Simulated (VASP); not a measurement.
# C in VASP: single point with PBE+D3(BJ)

Aim: the single point of C with PBE+D3(BJ).

Program: VASP 6.6.1. These are calculated values, not measurements. Logs are shortened: lines on timing, memory, paths and dates and some standing lists are left out, and cuts for length are marked.

### Step 1. The cell of the first run

The cell holds a slab with vacuum, 19 atoms: a = 7.398 Å, b = 7.398 Å, c = 12.000 Å, α = 90.00°, β = 90.00°, γ = 120.00°.

### Step 2. Single point, PBE+D3(BJ), collinear spin

INCAR reads:

```
  PREC = Accurate
  ENCUT = 520
  EDIFF = 1E-7
  ISMEAR = 0
  SIGMA = 0.02
  LREAL = Auto
  LASPH = T
  NELM = 150
  ALGO = Normal
  ISIF = 2
  LWAVE = F
  LCHARG = T
  ISPIN = 2
  MAGMOM = 0 0 0 0 0 0 0 0 0 0 0 0 0 0 0 0 0 0 1
  LORBIT = 11
  GGA = PE
  IVDW = 12
  LELF = T
  LVHAR = T
  NBANDS = 57
```

KPOINTS reads:

```
regular mesh
0
Gamma
  2 2 1
```

POSCAR reads:

```
C
1.0
    7.3980000000      0.0000000000      0.0000000000
   -3.6990000000      6.4068560000      0.0000000000
    0.0000000000      0.0000000000     12.0000000000
C
19
Direct
   -0.0103841646     -0.0109669712      0.1082385806
    0.2297994551      0.1087327832      0.1084142590
   -0.0025283424      0.3259824525      0.0799053953
    0.2219208945      0.4381166810      0.0800530047
   -0.0024661833      0.6596787399      0.0800705095
    0.2219768221      0.7718067298      0.0798816891
    0.3348685637     -0.0086274767      0.0823918816
    0.5538849735      0.1040189974      0.0738555548
    0.3348184197      0.3314231434      0.0827010253
    0.5538716471      0.4378728424      0.0741789646
    0.3335649761      0.6607738071      0.0759096624
    0.5533486232      0.7706792452      0.0751121617
    0.6655162751     -0.0062376924      0.0738048943
    0.8845571958      0.1064074825      0.0823112896
    0.6660618982      0.3270843354      0.0751952081
    0.8858542205      0.4370020078      0.0759583276
    0.6655292550      0.6598671858      0.0741266006
    0.8846102727      0.7663578732      0.0826181980
    0.1095173978      1.0487691336      0.2177721933
```

Potentials or basis: VASP PAW PBE potentials, release 64 (C).

The run is started by

```
cat potpaw_PBE.64/C/POTCAR > POTCAR
mpirun -np 1 vasp_std > vasp.out
```

OUTCAR:

```text
PREC = Accurate
   ENCUT = 520
   EDIFF = 1E-7
   ISMEAR = 0
   LREAL = Auto
   LASPH = T
   NELM = 150
   ISIF = 2
   ISPIN = 2
   LORBIT = 11
   GGA = PE
   IVDW = 12
 IVDW          = 12

 ion  position               nearest neighbor table
   1  0.990  0.989  0.108-  14 1.46  18 1.46  19 1.52   2 1.54
   2  0.230  0.109  0.108-   7 1.46   9 1.46  19 1.52   1 1.54
   3  0.997  0.326  0.080-  14 1.41  16 1.43   4 1.44
   4  0.222  0.438  0.080-   9 1.41  11 1.43   3 1.44
   5  0.998  0.660  0.080-  18 1.41  16 1.43   6 1.44
   6  0.222  0.772  0.080-   7 1.41  11 1.43   5 1.44
   7  0.335  0.991  0.082-   8 1.41   6 1.41   2 1.46
   8  0.554  0.104  0.074-   7 1.41  13 1.42  15 1.43
[... 8 lines left out ...]
  17  0.666  0.660  0.074-  18 1.41  10 1.42  12 1.43
  18  0.885  0.766  0.083-   5 1.41  17 1.41   1 1.46
  19  0.110  0.049  0.218-   2 1.52   1 1.52

  LATTYP: Found a hexagonal cell.
 ALAT       =     7.3980000000
 C/A-ratio  =     1.6220600162

  Lattice vectors:

 A1 = (   7.3980000000,   0.0000000000,   0.0000000000)
 A2 = (  -3.6990000000,   6.4068560000,   0.0000000000)
 A3 = (   0.0000000000,   0.0000000000,  12.0000000000)

Analysis of symmetry for initial positions (statically):
=====================================================================
 Subroutine PRICEL returns:
 Original cell was already a primitive cell.

 Routine SETGRP: Setting up the symmetry group for a
 hexagonal supercell.

 Subroutine GETGRP returns: Found  1 space group operations
 (whereof  1 operations were pure point group operations)
 out of a pool of 24 trial point group operations.

The static configuration has the point symmetry C_1 .

Analysis of symmetry for dynamics (positions and initial velocities):
=====================================================================
 Subroutine PRICEL returns:
 Original cell was already a primitive cell.

 Routine SETGRP: Setting up the symmetry group for a
 hexagonal supercell.

 Subroutine GETGRP returns: Found  1 space group operations
 (whereof  1 operations were pure point group operations)
 out of a pool of 24 trial point group operations.

The dynamic configuration has the point symmetry C_1 .

Analysis of structural, dynamic, and magnetic symmetry:
=====================================================================
 Subroutine PRICEL returns:
 Original cell was already a primitive cell.

 Routine SETGRP: Setting up the symmetry group for a
 hexagonal supercell.

 Subroutine GETGRP returns: Found  1 space group operations
 (whereof  1 operations were pure point group operations)
 out of a pool of 24 trial point group operations.

The overall configuration has the point symmetry C_1 .

 Subroutine INISYM returns: Found  1 space group operations
 (whereof  1 operations are pure point group operations),
 and found     1 'primitive' translations

----------------------------------------------------------------------------------------

                                     Primitive cell

  volume of cell :     568.7750

  direct lattice vectors                    reciprocal lattice vectors
     7.398000000  0.000000000  0.000000000     0.135171668  0.078041398  0.000000000
    -3.699000000  6.406856000  0.000000000     0.000000000  0.156082796  0.000000000
     0.000000000  0.000000000 12.000000000     0.000000000  0.000000000  0.083333333

  length of vectors
     7.398000000  7.398000054 12.000000000     0.156082797  0.156082796  0.083333333

  position of ions in fractional coordinates (direct lattice)
     0.989615835  0.989033029  0.108238581
     0.229799455  0.108732783  0.108414259
     0.997471658  0.325982452  0.079905395
     0.221920895  0.438116681  0.080053005
     0.997533817  0.659678740  0.080070509
     0.221976822  0.771806730  0.079881689
[... 11 lines left out ...]
     0.884610273  0.766357873  0.082618198
     0.109517398  0.048769134  0.217772193

  ion indices of the primitive-cell ions
[... 51 lines left out ...]
  0.000000  0.500000  0.000000      1.000000
  0.500000  0.500000  0.000000      1.000000
   k-points           NKPTS =      4   k-points in BZ     NKDIM =      4   number of bands    NBANDS=     57
   number of dos      NEDOS =    301   number of ions     NIONS =     19
   total plane-waves  NPLWV = 282240
   dimension x,y,z NGX =    56 NGY =   56 NGZ =   90
   dimension x,y,z NGXF=   112 NGYF=  112 NGZF=  180
   ions per type =              19
   NGX,Y,Z   is equivalent  to a cutoff of  12.58, 12.58, 12.47 a.u.
   NGXF,Y,Z  is equivalent  to a cutoff of  25.17, 25.17, 24.94 a.u.
 SYSTEM =  unknown system
   PREC   = accura    normal or accurate (medium, high low for compatibility)
   ISTART =      0    job   : 0-new  1-cont  2-samecut
   ICHARG =      2    charge: 1-file 2-atom 10-const
   ISPIN  =      2    spin polarized calculation?
   LNONCOLLINEAR =      F non collinear calculations
   LSORBIT =      F    spin-orbit coupling
   LASPH  =      T    aspherical Exc in radial PAW
   ENCUT  =  520.0 eV  38.22 Ry    6.18 a.u.  13.76 13.76 22.31*2*pi/ulx,y,z
   NELM   =    150;   NELMIN=  2; NELMDL= -5     # of ELM steps
   EDIFF  = 0.1E-06   stopping-criterion for ELM
   LREAL  =      T    real-space projection
   EDIFFG = 0.1E-05   stopping-criterion for IOM
   NSW    =      0    number of steps for IOM
   IBRION =     -1    ionic relax: 0-MD 1-quasi-New 2-CG
   NFREE  =      0    steps in history (QN), initial steepest desc. (CG)
   ISIF   =      2    stress and relaxation
   ISYM   =      2    0-nonsym 1-usesym 2-fastsym
   POTIM  = 0.5000    time-step for ionic-motion
   TEBEG  =    0.0;   TEEND  =   0.0 temperature during run
   PSTRESS=    0.0 pullay stress
   NELECT =      76.0000    total number of electrons
   NUPDOWN=      -1.0000    fix difference up-down
   EMIN   =  10.00;   EMAX   =-10.00  energy-range for DOS
   EFERMI =   0.00;   METHOD = LEGACY
   ISMEAR =     0;   SIGMA  =   0.02  broadening in eV -4-tet -1-fermi 0-gaus
   EFERMI_NEDOS =   21; number of points for ismear=-14 and -15
   IALGO  =     38    algorithm
   IMIX   =      4    mixing-type and parameters
     AMIX     =   0.40;   BMIX     =  1.00
     AMIX_MAG =   1.60;   BMIX_MAG =  1.00
  volume/ion in A,a.u.               =      29.94       202.01
  Fermi-wavevector in a.u.,A,eV,Ry     =   0.836949  1.581605  9.530667  0.700484
  Thomas-Fermi vector in A             =   1.950758
   LORBIT       =     11    0 simple, 1 ext, 2 COOP (PROOUT), +10 PAW based schemes
   GGA     = PE    functional components
   LHFCALC =     F    Hartree Fock is set to
   AEXX    =    0.0000 exact exchange contribution
   IVDW    =    12    specifies the selected vdW correction
   LEPSILON=     F    determine dielectric tensor
   LRPA    =     F    only Hartree local field effects (RPA)
 spin polarized calculation
 Gauss-broadening in eV      SIGMA  =   0.02
  energy-cutoff  :      520.00
  volume of cell :      568.78
 maximum number of plane-waves:     15363
 NGX is ok and might be reduce to    56
   NGX = 27   NGY = 27   NGZ = 45

 number of electron      76.0000001 magnetization       0.5000009

 Free energy of the ion-electron system (eV)
  ---------------------------------------------------
  ext. energy  EPLUGINS =         0.00000000
  ---------------------------------------------------
  free energy    TOTEN  =      -168.68989047 eV

  energy without entropy =     -168.68707620  energy(sigma->0) =     -168.68848334

 E-fermi :  -2.2255     XC(G=0):  -3.8543

 val. band max:       -2.2265431452   @ k =   0.5000   0.5000   0.0000
 cond. band min:      -2.2243635973   @ k =   0.0000   0.5000   0.0000
 fundamental gap:      0.0021795478
 Fermi energy:        -2.2254512102

 spin component 1

 k-point     1 :       0.0000    0.0000    0.0000
  band No.  band energies     occupation
      1     -21.8844      1.00000
      2     -20.1372      1.00000
      3     -19.1417      1.00000
      4     -19.0877      1.00000
      5     -19.0286      1.00000
      6     -18.9659      1.00000
[... 201 lines left out ...]
     49       3.9032      0.00000
     50       4.1521      0.00000
 Fermi energy:        -2.2254512102

 spin component 2

 k-point     1 :       0.0000    0.0000    0.0000
  band No.  band energies     occupation
      1     -21.8433      1.00000
      2     -20.0652      1.00000
      3     -19.1277      1.00000
      4     -19.0722      1.00000
      5     -19.0052      1.00000
      6     -18.9592      1.00000
[... 201 lines left out ...]
     49       3.9235      0.00000
     50       4.1707      0.00000
 [bands above 50 left out]

------------------------ aborting loop because EDIFF is reached ----------------------------------------

 Edisp (eV)   -1.71037

 E8    (eV) :    -0.5323

  FORCE on cell =-STRESS in cart. coord.  units (eV):
  Direction    XX          YY          ZZ          XY          YZ          ZX
  --------------------------------------------------------------------------------------
  -------------------------------------------------------------------------------------
  Total       3.35772     4.57755    -0.04457    -1.12853    -0.00423    -0.00636
  in kB       9.45832    12.89446    -0.12555    -3.17895    -0.01192    -0.01792
  external pressure =        7.41 kB  Pullay stress =        0.00 kB

 VOLUME and BASIS-vectors are now :
 -----------------------------------------------------------------------------
  energy-cutoff  :      520.00
  volume of cell :      568.78
      direct lattice vectors                 reciprocal lattice vectors
     7.398000000  0.000000000  0.000000000     0.135171668  0.078041398  0.000000000
    -3.699000000  6.406856000  0.000000000     0.000000000  0.156082796  0.000000000
     0.000000000  0.000000000 12.000000000     0.000000000  0.000000000  0.083333333

 POSITION                                       TOTAL-FORCE (eV/Angst)
 -----------------------------------------------------------------------------------
      3.66274      6.33659      1.29886        -0.023041     -0.026131     -0.007900
      1.29785      0.69664      1.30097         0.013254      0.033001     -0.026324
      6.17349      2.08852      0.95886         0.001428     -0.010568      0.005272
      0.02118      2.80695      0.96064         0.019664     -0.010174      0.008898
      4.93960      4.22647      0.96085        -0.015474     -0.003900      0.008818
     -1.21273      4.94485      0.95858        -0.001793      0.004493      0.007255
[... 11 lines left out ...]
      3.70959      4.90994      0.99142         0.000396      0.007208     -0.013905
      0.62981      0.31246      2.61327        -0.002659     -0.003590      0.085362
 -----------------------------------------------------------------------------------
    total drift:                               -0.013748      0.018180     -0.010559

  FREE ENERGIE OF THE ION-ELECTRON SYSTEM (eV)
  ---------------------------------------------------
  free  energy   TOTEN  =      -170.4002626387 eV

  energy  without entropy=     -170.3974483727  energy(sigma->0) =     -170.39885551

 total charge

# of ion       s       p       d       tot
------------------------------------------
    1        0.840   1.800   0.000   2.640
    2        0.840   1.800   0.000   2.640
    3        0.862   1.784   0.000   2.646
    4        0.862   1.784   0.000   2.646
    5        0.862   1.784   0.000   2.645
    6        0.862   1.785   0.000   2.646
[... 11 lines left out ...]
   18        0.865   1.778   0.000   2.644
   19        0.986   1.297   0.000   2.283
--------------------------------------------------
tot         16.486  33.478   0.000  49.964

 magnetization (x)

# of ion       s       p       d       tot
------------------------------------------
    1       -0.001  -0.006   0.000  -0.007
    2       -0.001  -0.006   0.000  -0.007
    3        0.000   0.011   0.000   0.011
    4        0.000   0.011   0.000   0.011
    5        0.000   0.010   0.000   0.011
    6        0.000   0.011   0.000   0.011
[... 11 lines left out ...]
   18        0.002   0.007   0.000   0.010
   19        0.011   0.159   0.000   0.170
--------------------------------------------------
tot          0.022   0.240   0.000   0.262
```

It took 11 min on 1 thread of Intel Xeon 6975P-C, shared host; peak memory 0.85 GiB.

Results:

| Item | Value |
| --- | --- |
| Free energy | -170.4003 eV |
| Largest force | 0.085 eV/Å |
| Net moment | 0.50 μB per cell |
| Site moments | C -0.01, +0.01, -0.00, +0.00, +0.17 μB |
| Valence electrons inside the program's atomic spheres | C 2.64, 2.65, 2.66, 2.28 |
| Dispersion energy per atom | -0.090 eV |

Forces in eV/Å, atoms in the order of the input:
```
C   -0.023 -0.026 -0.008
C    0.013  0.033 -0.026
C    0.001 -0.011  0.005
C    0.020 -0.010  0.009
C   -0.015 -0.004  0.009
C   -0.002  0.004  0.007
C    0.000 -0.003 -0.014
C   -0.010  0.015 -0.001
C   -0.004  0.000 -0.014
C    0.001 -0.004 -0.005
C   -0.011 -0.016 -0.010
C    0.020  0.013 -0.008
C    0.010 -0.014  0.003
C    0.000  0.014 -0.012
C   -0.013 -0.011 -0.001
C    0.015  0.015 -0.003
C    0.000  0.002 -0.003
C    0.000  0.007 -0.014
C   -0.003 -0.004  0.085
```

Levels at points of the mesh, in eV from the Fermi level:
Spin up:
```
           k point  band 36  band 37  band 38  band 39  band 40  band 41
(0.00, 0.00, 0.00)    -2.18    -0.18    -0.05     0.17     0.37     1.79
(0.50, 0.00, 0.00)    -2.27    -1.54    -0.15     0.18     1.26     2.32
(0.00, 0.50, 0.00)    -2.25    -1.47    -0.74     0.00     1.97     2.43
(0.50, 0.50, 0.00)    -2.25    -1.47    -0.74     0.00     1.97     2.43
```
Spin down:
| k point | band 34 | band 35 | band 36 | band 37 | band 38 | band 39 | band 40 | band 41 | band 42 | band 43 |
| --- | --- | --- | --- | --- | --- | --- | --- | --- | --- | --- |
| (0.00, 0.00, 0.00) | -2.84 | -2.12 | -2.11 | -0.14 | 0.18 | 0.22 | 1.11 | 1.83 | 3.90 | 4.01 |
| (0.50, 0.00, 0.00) | -2.43 | -2.40 | -2.24 | -1.41 | -0.11 | 1.01 | 1.31 | 2.34 | 2.69 | 3.31 |
| (0.00, 0.50, 0.00) | -2.47 | -2.37 | -2.22 | -1.33 | -0.69 | 0.76 | 2.02 | 2.54 | 2.76 | 2.91 |
| (0.50, 0.50, 0.00) | -2.47 | -2.37 | -2.22 | -1.33 | -0.68 | 0.76 | 2.02 | 2.54 | 2.76 | 2.91 |

Caveat: the k points lie up to 0.49 Å⁻¹ apart.
